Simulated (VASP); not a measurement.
HfSiO4:

```xyz
12
Lattice="-3.2862 3.2862 2.9816 3.2862 -3.2862 2.9816 3.2862 3.2862 -2.9816" Properties=species:S:1:pos:R:3 pbc="T T T"
Hf    0.0000    3.2862    1.4908
Hf    0.0000    0.0000    0.0000
Si    3.2862    0.0000    1.4908
Si    0.0000    0.0000    2.9816
O     3.2862    2.0736   -1.0746
O     4.4989    0.0000    0.4162
O     0.0000    1.2126    1.9070
O     2.0736    0.0000    0.4162
O     3.2862    1.2126    2.5654
O     1.2126    0.0000    4.0562
O     3.2863   -1.2126    2.5654
O     2.0736    3.2862    1.0746
```

| Quantity | Value |
| --- | --- |
| Program | VASP 6.6.1 |
| Task | relaxation of cell and atoms |
| Functional | PBEsol |
| Potentials or basis | VASP PAW PBE potentials, release 64 (Hf_pv, Si, O) |
| Cutoff | 600 eV |
| k mesh | 4 × 4 × 4 |
| Occupations | gaussian, width 0.01 eV |
| Spin | no spin polarisation |

At the start: pressure -0.2 GPa; volume 10.73 Å³/atom.

**Question.** How do energy, volume and symmetry change on relaxing?

**Answer.** Over 11 steps the energy falls by 3.2 meV/atom and the volume is 10.68 Å³/atom (-0.5 %); space group I4_1/amd (No. 141, to 0.1 Å) before and after.

Step by step:
```tsv
step	energy change (eV)	largest force (eV/Å)	pressure (GPa)	volume (Å³)
1	0.0000	0.6749	-0.24	128.80
2	0.0477	1.0542	-1.94	128.49
3	-0.0344	0.0763	-1.06	128.68
4	-0.0352	0.0206	1.20	127.51
5	-0.0370	0.0458	0.17	128.04
6	-0.0377	0.0228	0.09	128.10
7	-0.0378	0.0108	0.02	128.15
8	-0.0379	0.0124	-0.04	128.18
9	-0.0379	0.0107	-0.04	128.18
10	-0.0379	0.0079	0.07	128.15
11	-0.0379	0.0007	0.01	128.17
```

Final structure:
```yaml
crystal:
  lattice:
    - [-3.27937, 3.27937, 2.97942]
    - [3.27937, -3.27937, 2.97942]
    - [3.27937, 3.27937, -2.97942]
  atoms:
    - { symbol: Hf, position: [0.75000, 0.25000, 0.50000] }
    - { symbol: Hf, position: [0.00000, 0.00000, 0.00000] }
    - { symbol: Si, position: [0.25000, 0.75000, 0.50000] }
    - { symbol: Si, position: [0.50000, 0.50000, 0.00000] }
    - { symbol: O, position: [0.13211, 0.31744, 0.81467] }
    - { symbol: O, position: [0.06744, 0.75277, 0.68533] }
    - { symbol: O, position: [0.50277, 0.31744, 0.18533] }
    - { symbol: O, position: [0.06744, 0.38211, 0.31467] }
    - { symbol: O, position: [0.61789, 0.93256, 0.68533] }
    - { symbol: O, position: [0.68256, 0.86789, 0.18533] }
    - { symbol: O, position: [0.24723, 0.93256, 0.31467] }
    - { symbol: O, position: [0.68256, 0.49723, 0.81467] }
```

Caveat: the PAW data sets were made with another functional, which shifts forces and pressure a little.
